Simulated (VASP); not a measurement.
# HfGeS (P4/nmm) in VASP: single point with LDA

Aim: the single point of HfGeS with LDA.

Everything below comes from runs of VASP 6.6.1. Logs are shortened: lines on timing, memory, paths and dates and some standing lists are left out, and cuts for length are marked.

### Step 1. The cell of the first run

Symmetry: P4/nmm, No. 129, tetragonal system. The conventional cell has a = 3.610 Å, b = 3.610 Å, c = 7.940 Å, α = 90.00°, β = 90.00°, γ = 90.00°. Within 3.7 Å of Hf (site symmetry 4mm) lie 5 S at 2.69 to 2.72 Å and 4 Ge at 2.83 Å and 4 Hf at 3.61 Å. Within 3.4 Å of Ge (site symmetry -4m2) lie 4 Ge at 2.55 Å and 4 Hf at 2.83 Å. S (site symmetry 4mm) has 5 Hf at 2.69 to 2.72 Å and 8 S at 3.16 to 3.61 Å and 4 Ge at 3.54 Å within 3.7 Å.

### Step 2. Single point, LDA

File INCAR:

```
ALGO = Normal
EDIFF = 1E-6
ENCUT = 520
GGA = CA
ISIF = 2
ISMEAR = -1
LASPH = T
LCHARG = F
LREAL = F
LWAVE = F
NBANDS = 39
NELM = 60
PREC = Accurate
SIGMA = 0.15
```

File KPOINTS:

```
k-points
0
Gamma
  7 7 3
```

File POSCAR:

```
HfGeS
1.0
    3.6100000000      0.0000000000      0.0000000000
    0.0000000000      3.6100000000      0.0000000000
    0.0000000000      0.0000000000      7.9400000000
Hf Ge S
2 2 2
Direct
    0.0000000000      0.5000000000      0.2750000000
    0.5000000000      0.0000000000      0.7250000000
    0.0000000000      0.0000000000      0.0000000000
    0.5000000000      0.5000000000      0.0000000000
    0.0000000000      0.5000000000      0.6170000000
    0.5000000000      0.0000000000      0.3830000000
```

Potentials or basis: VASP PAW LDA potentials, release 64 (Hf_pv, Ge_d, S).

Command:

```sh
cat potpaw_LDA.64/Hf_pv/POTCAR potpaw_LDA.64/Ge_d/POTCAR potpaw_LDA.64/S/POTCAR > POTCAR
mpirun -np 1 vasp_std > vasp.out
```

OUTCAR:

```text
EDIFF = 1E-6
   ENCUT = 520
   GGA = CA
   ISIF = 2
   ISMEAR = -1
   LASPH = T
   LREAL = F
   NELM = 60
   PREC = Accurate

 ion  position               nearest neighbor table
   1  0.000  0.500  0.275-   6 2.69   6 2.69   6 2.69   6 2.69   5 2.72   3 2.83   4 2.83   4 2.83
                             3 2.83
   2  0.500  0.000  0.725-   5 2.69   5 2.69   5 2.69   5 2.69   6 2.72   3 2.83   3 2.83   4 2.83
                             4 2.83
   3  0.000  0.000  0.000-   4 2.55   4 2.55   4 2.55   4 2.55   2 2.83   2 2.83   1 2.83   1 2.83

   4  0.500  0.500  0.000-   3 2.55   3 2.55   3 2.55   3 2.55   2 2.83   1 2.83   1 2.83   2 2.83

   5  0.000  0.500  0.617-   2 2.69   2 2.69   2 2.69   2 2.69   1 2.72
   6  0.500  0.000  0.383-   1 2.69   1 2.69   1 2.69   1 2.69   2 2.72

  LATTYP: Found a simple tetragonal cell.
 ALAT       =     3.6100000000
 C/A-ratio  =     2.1994459834

  Lattice vectors:

 A1 = (   3.6100000000,   0.0000000000,   0.0000000000)
 A2 = (   0.0000000000,   3.6100000000,   0.0000000000)
 A3 = (   0.0000000000,   0.0000000000,   7.9400000000)

Analysis of symmetry for initial positions (statically):
=====================================================================
 Subroutine PRICEL returns:
 Original cell was already a primitive cell.

 Routine SETGRP: Setting up the symmetry group for a
 simple tetragonal supercell.

 Subroutine GETGRP returns: Found 16 space group operations
 (whereof  8 operations were pure point group operations)
 out of a pool of 16 trial point group operations.

The static configuration has the point symmetry D_2d.
 The point group associated with its full space group is D_4h.

Analysis of symmetry for dynamics (positions and initial velocities):
=====================================================================
 Subroutine PRICEL returns:
 Original cell was already a primitive cell.

 Routine SETGRP: Setting up the symmetry group for a
 simple tetragonal supercell.

 Subroutine GETGRP returns: Found 16 space group operations
 (whereof  8 operations were pure point group operations)
 out of a pool of 16 trial point group operations.

The dynamic configuration has the point symmetry D_2d.
 The point group associated with its full space group is D_4h.

 Subroutine INISYM returns: Found 16 space group operations
 (whereof  8 operations are pure point group operations),
 and found     1 'primitive' translations

----------------------------------------------------------------------------------------

                                     Primitive cell

  volume of cell :     103.4749

  direct lattice vectors                    reciprocal lattice vectors
     3.610000000  0.000000000  0.000000000     0.277008310  0.000000000  0.000000000
     0.000000000  3.610000000  0.000000000     0.000000000  0.277008310  0.000000000
     0.000000000  0.000000000  7.940000000     0.000000000  0.000000000  0.125944584

  length of vectors
     3.610000000  3.610000000  7.940000000     0.277008310  0.277008310  0.125944584

  position of ions in fractional coordinates (direct lattice)
     0.000000000  0.500000000  0.275000000
     0.500000000  0.000000000  0.725000000
     0.000000000  0.000000000  0.000000000
     0.500000000  0.500000000  0.000000000
     0.000000000  0.500000000  0.617000000
     0.500000000  0.000000000  0.383000000

  ion indices of the primitive-cell ions
   primitive index   ion index
                 1           1
                 2           2
                 3           3
                 4           4
                 5           5
                 6           6

----------------------------------------------------------------------------------------

 KPOINTS: k-points

Automatic generation of k-mesh.
 Grid dimensions read from file:
 generate k-points for:    7    7    3

 Generating k-lattice:

  Cartesian coordinates                     Fractional coordinates (reciprocal lattice)
     0.039572616  0.000000000  0.000000000     0.142857143  0.000000000  0.000000000
     0.000000000  0.039572616  0.000000000     0.000000000  0.142857143  0.000000000
     0.000000000  0.000000000  0.041981528     0.000000000  0.000000000  0.333333333

  Length of vectors
     0.039572616  0.039572616  0.041981528

  Shift w.r.t. Gamma in fractional coordinates (k-lattice)
     0.000000000  0.000000000  0.000000000

 Subroutine IBZKPT returns following result:
 ===========================================

 Found     20 irreducible k-points:

 Following reciprocal coordinates:
            Coordinates               Weight
  0.000000  0.000000  0.000000      1.000000
  0.142857  0.000000  0.000000      4.000000
  0.285714  0.000000  0.000000      4.000000
  0.428571  0.000000  0.000000      4.000000
  0.142857  0.142857  0.000000      4.000000
  0.285714  0.142857  0.000000      8.000000
[... 12 lines left out ...]
  0.428571  0.285714  0.333333     16.000000
  0.428571  0.428571  0.333333      8.000000
   k-points           NKPTS =     20   k-points in BZ     NKDIM =     20   number of bands    NBANDS=     39
   number of dos      NEDOS =    301   number of ions     NIONS =      6
   total plane-waves  NPLWV =  47040
   dimension x,y,z NGX =    28 NGY =   28 NGZ =   60
   dimension x,y,z NGXF=    56 NGYF=   56 NGZF=  120
   ions per type =               2   2   2
   NGX,Y,Z   is equivalent  to a cutoff of  12.89, 12.89, 12.56 a.u.
   NGXF,Y,Z  is equivalent  to a cutoff of  25.79, 25.79, 25.13 a.u.
 SYSTEM =  unknown system
   PREC   = accura    normal or accurate (medium, high low for compatibility)
   ISTART =      0    job   : 0-new  1-cont  2-samecut
   ICHARG =      2    charge: 1-file 2-atom 10-const
   ISPIN  =      1    spin polarized calculation?
   LNONCOLLINEAR =      F non collinear calculations
   LSORBIT =      F    spin-orbit coupling
   LASPH  =      T    aspherical Exc in radial PAW
   ENCUT  =  520.0 eV  38.22 Ry    6.18 a.u.   6.71  6.71 14.76*2*pi/ulx,y,z
   NELM   =     60;   NELMIN=  2; NELMDL= -5     # of ELM steps
   EDIFF  = 0.1E-05   stopping-criterion for ELM
   LREAL  =      F    real-space projection
   EDIFFG = 0.1E-04   stopping-criterion for IOM
   NSW    =      0    number of steps for IOM
   IBRION =     -1    ionic relax: 0-MD 1-quasi-New 2-CG
   NFREE  =      0    steps in history (QN), initial steepest desc. (CG)
   ISIF   =      2    stress and relaxation
   ISYM   =      2    0-nonsym 1-usesym 2-fastsym
   POTIM  = 0.5000    time-step for ionic-motion
   TEBEG  =    0.0;   TEEND  =   0.0 temperature during run
   PSTRESS=    0.0 pullay stress
   NELECT =      60.0000    total number of electrons
   NUPDOWN=      -1.0000    fix difference up-down
   EMIN   =  10.00;   EMAX   =-10.00  energy-range for DOS
   EFERMI =   0.00;   METHOD = LEGACY
   ISMEAR =    -1;   SIGMA  =   0.15  broadening in eV -4-tet -1-fermi 0-gaus
   EFERMI_NEDOS =   21; number of points for ismear=-14 and -15
   IALGO  =     38    algorithm
   IMIX   =      4    mixing-type and parameters
     AMIX     =   0.40;   BMIX     =  1.00
     AMIX_MAG =   1.60;   BMIX_MAG =  1.00
  volume/ion in A,a.u.               =      17.25       116.38
  Fermi-wavevector in a.u.,A,eV,Ry     =   1.365150  2.579759 25.356276  1.863634
  Thomas-Fermi vector in A             =   2.491403
   LORBIT       =      0    0 simple, 1 ext, 2 COOP (PROOUT), +10 PAW based schemes
   GGA     = CA    functional components
   LHFCALC =     F    Hartree Fock is set to
   AEXX    =    0.0000 exact exchange contribution
   IVDW    =     0    specifies the selected vdW correction
   LEPSILON=     F    determine dielectric tensor
   LRPA    =     F    only Hartree local field effects (RPA)
 non-spin polarized calculation
  energy-cutoff  :      520.00
  volume of cell :      103.47
 maximum number of plane-waves:      2804
 NGX is ok and might be reduce to    28
   NGX = 13   NGY = 13   NGZ = 29

 number of electron      60.0000023 magnetization

 Free energy of the ion-electron system (eV)
  ---------------------------------------------------
  ext. energy  EPLUGINS =         0.00000000
  ---------------------------------------------------
  free energy    TOTEN  =       -48.36031403 eV

  energy without entropy =      -48.26338105  energy(sigma->0) =      -48.31184754

 E-fermi :   7.7516     XC(G=0): -11.8408

 val. band max:        7.7189716544   @ k =   0.0000   0.0000   0.3333
 cond. band min:       7.8698023782   @ k =   0.4286   0.0000   0.3333
 fundamental gap:      0.1508307238
 Fermi energy:         7.7515838629

 k-point     1 :       0.0000    0.0000    0.0000
  band No.  band energies     occupation
      1     -23.8965      2.00000
      2     -23.8610      2.00000
      3     -23.8539      2.00000
      4     -23.8539      2.00000
      5     -23.8505      2.00000
      6     -23.8505      2.00000
[... 31 lines left out ...]
     38      11.5456      0.00000
     39      11.7161      0.00000

 k-point     2 :       0.1429    0.0000    0.0000
  band No.  band energies     occupation
      1     -23.8935      2.00000
      2     -23.8805      2.00000
      3     -23.8757      2.00000
      4     -23.8597      2.00000
      5     -23.8510      2.00000
      6     -23.8480      2.00000
[... 31 lines left out ...]
     38      10.7005      0.00000
     39      11.8924      0.00000

 k-point     3 :       0.2857    0.0000    0.0000
  band No.  band energies     occupation
      1     -23.9395      2.00000
      2     -23.9387      2.00000
      3     -23.8789      2.00000
      4     -23.8578      2.00000
      5     -23.8446      2.00000
      6     -23.8424      2.00000
[... 664 lines left out ...]
 k-point    19 :       0.4286    0.2857    0.3333
  band No.  band energies     occupation
      1     -23.9711      2.00000
      2     -23.9709      2.00000
      3     -23.9188      2.00000
      4     -23.9181      2.00000
      5     -23.8563      2.00000
      6     -23.8530      2.00000
[... 31 lines left out ...]
     38      11.7701      0.00000
     39      12.0703      0.00000

 k-point    20 :       0.4286    0.4286    0.3333
  band No.  band energies     occupation
      1     -23.9656      2.00000
      2     -23.9645      2.00000
      3     -23.9602      2.00000
      4     -23.9589      2.00000
      5     -23.8508      2.00000
      6     -23.8496      2.00000
[... 31 lines left out ...]
     38      11.2160      0.00000
     39      12.1773      0.00000

------------------------ aborting loop because EDIFF is reached ----------------------------------------

  FORCE on cell =-STRESS in cart. coord.  units (eV):
  Direction    XX          YY          ZZ          XY          YZ          ZX
  --------------------------------------------------------------------------------------
  -------------------------------------------------------------------------------------
  Total       -3.9088346     -3.9088346     -3.5243728      0.0000000     -0.0000000      0.0000000
  in kB      -60.5233517    -60.5233517    -54.5704482      0.0000000     -0.0000000      0.0000000
  external PRESSURE =     -58.5390505 kB  Pullay stress =       0.0000000 kB

 VOLUME and BASIS-vectors are now :
 -----------------------------------------------------------------------------
  energy-cutoff  :      520.00
  volume of cell :      103.47
      direct lattice vectors                 reciprocal lattice vectors
     3.610000000  0.000000000  0.000000000     0.277008310  0.000000000  0.000000000
     0.000000000  3.610000000  0.000000000     0.000000000  0.277008310  0.000000000
     0.000000000  0.000000000  7.940000000     0.000000000  0.000000000  0.125944584

 POSITION                                       TOTAL-FORCE (eV/Angst)
 -----------------------------------------------------------------------------------
      0.00000      1.80500      2.18350        -0.000000      0.000000      0.090649
      1.80500      0.00000      5.75650         0.000000      0.000000     -0.090649
      0.00000      0.00000      0.00000        -0.000000      0.000000      0.000000
      1.80500      1.80500      0.00000         0.000000     -0.000000      0.000000
      0.00000      1.80500      4.89898         0.000000     -0.000000      0.181736
      1.80500      0.00000      3.04102         0.000000      0.000000     -0.181736
 -----------------------------------------------------------------------------------
    total drift:                                0.000000      0.000000     -0.000000

  FREE ENERGIE OF THE ION-ELECTRON SYSTEM (eV)
  ---------------------------------------------------
  free  energy   TOTEN  =       -48.3603140301 eV

  energy  without entropy=      -48.2633810534  energy(sigma->0) =      -48.31184754
```

It took 83 s on 1 thread of Intel Xeon 8259CL, shared host; peak memory 0.22 GiB.

What came out:

| Quantity | Value |
| --- | --- |
| Free energy | -48.3603 eV |
| Pressure | -5.9 GPa |
| Largest force | 0.182 eV/Å |
| Band gap on the k mesh | zero (bands 30 and 31 overlap by 0.60 eV) |

Forces in eV/Å, atoms in the order of the input:
```
Hf   0.000  0.000  0.091
Hf   0.000  0.000 -0.091
Ge   0.000  0.000  0.000
Ge   0.000  0.000  0.000
S    0.000  0.000  0.182
S    0.000  0.000 -0.182
```

Levels at points of the mesh, in eV from the Fermi level:
```csv
k point,band 27,band 28,band 29,band 30,band 31,band 32,band 33,band 34
"(0.00, 0.00, 0.00)",-2.44,-2.44,-2.44,-1.46,-0.48,0.38,1.10,1.31
```

Caveat: the cell stands under tension; spin-orbit coupling is left out, which moves the levels of the heavy elements.
